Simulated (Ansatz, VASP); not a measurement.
In3As in VASP and in Ansatz

INCAR

```
PREC     = Accurate       # precision mode
ENCUT    = 520            # plane-wave cutoff, eV
EDIFF    = 1E-6           # SCF threshold, eV
ISMEAR   = 0              # smearing method
SIGMA    = 0.15           # smearing width, eV
LREAL    = False          # projectors in reciprocal space
LASPH    = True           # aspherical terms in the spheres
NELM     = 60             # most SCF steps
ALGO     = Fast           # electronic algorithm
ISIF     = 2              # what is computed and relaxed
LWAVE    = False          # write WAVECAR
LCHARG   = False          # write CHGCAR
GGA      = PE             # functional
IVDW     = 12             # dispersion correction
NBANDS   = 30             # bands
```

KPOINTS

```
Automatic mesh
0
Gamma
  10 10 10
```

The input POSCAR:

```
In3As
1.0
    4.2569752317      0.0000000000      0.0000000000
    0.0000000000      4.6021353856      0.0000000000
    0.0000000000      0.0000000000      4.6021353856
In As
3 1
Direct
    0.0000000000      0.5000000000      0.5000000000
    0.5000000000      0.0000000000      0.5000000000
    0.5000000000      0.5000000000      0.0000000000
    0.0000000000      0.0000000000      0.0000000000
```

Input for Ansatz:

```yaml
crystal:
  lattice:
    - [4.2569752317, 0.0, 0.0]
    - [0.0, 4.6021353856, 0.0]
    - [0.0, 0.0, 4.6021353856]
  atoms:
    - { symbol: In, position: [0.0, 0.5, 0.5] }
    - { symbol: In, position: [0.5, 0.0, 0.5] }
    - { symbol: In, position: [0.5, 0.5, 0.0] }
    - { symbol: As, position: [0.0, 0.0, 0.0] }
basis:
  ecutwfc: 420
kpoints:
  mp_grid: { grid: [10, 10, 10] }
hamiltonian:
  xc: pbe
  dispersion: d3bj
scf:
  occupations: { method: gaussian, width: 0.15 }
output:
  forces: true
  stress: true
  eigenvalues: true
```

Change from the starting cell: strain -0.0750 x Voigt [1, 0, 0, 0, 0, 0], atoms carried along.

Alike in both runs: task single point; functional PBE; dispersion D3(BJ); k mesh 10 × 10 × 10; occupations gaussian, width 0.15 eV; no spin polarisation.

|  | VASP | Ansatz |
| --- | --- | --- |
| version | VASP 6.6.1 | Ansatz 0.2.0 |
| potentials or method | VASP PAW PBE potentials, release 64 (In_d, As), cutoff 520 eV | scalar-relativistic, plane waves, PAW |
| valence electrons in the cell | 44 | 54 |

|  | VASP | Ansatz | Ansatz less VASP |
| --- | --- | --- | --- |
| gap on the k mesh at the Fermi level (eV) | none | none | - |
| pressure (GPa) | 4.5 | 4.5 | -0.05 |
| traceless stress, the component that is largest in VASP (GPa) | -0.44 | -0.44 | -0.003 |

A gap of «none» marks a metal or a gap that the smearing closes. VASP's potentials hold 44 valence electrons a cell and Ansatz's 54, so a difference there can come from the potentials and not from the codes.
